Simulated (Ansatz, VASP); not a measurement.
# One calculation of ZnGa4O2, two programs

```
Zn Ga O
1.0
     2.99580    0.00000    0.00000
    -1.49790    2.59444    0.00000
     0.00000    0.00000   15.81804
Zn Ga O
1 4 2
Direct
  0.00000 0.00000 0.00000
  0.66667 0.33333 0.85164
  0.33333 0.66667 0.57520
  0.33333 0.66667 0.14836
  0.66667 0.33333 0.42480
  0.00000 0.00000 0.62755
  0.00000 0.00000 0.37245
```

Alike in both runs: functional PBE; k mesh 12 × 12 × 2; occupations gaussian, width 0.1 eV; no spin polarisation.

Ansatz relaxed the structure, and its values are those at the end. VASP's run is a single point on that final structure, the one shown.

```csv
,VASP,Ansatz
version,VASP 6.6.1,Ansatz 0.2.0
potentials or method,"VASP PAW PBE potentials, release 64 (Zn, Ga_d, O), cutoff 520 eV","scalar-relativistic, plane waves, PAW"
valence electrons in the cell,76,76
```

|  | VASP | Ansatz | Ansatz less VASP |
| --- | --- | --- | --- |
| gap on the k mesh at the Fermi level (eV) | none | none | - |
| pressure (GPa) | 0.3 | 0.0 | -0.28 |
| rms of the force components (eV/Å) | 0.023 | 0.000 | -0.0232 |

A gap of «none» marks a metal or a gap that the smearing closes. The functional is the same, so the differences come from potentials, cutoffs and numerics.
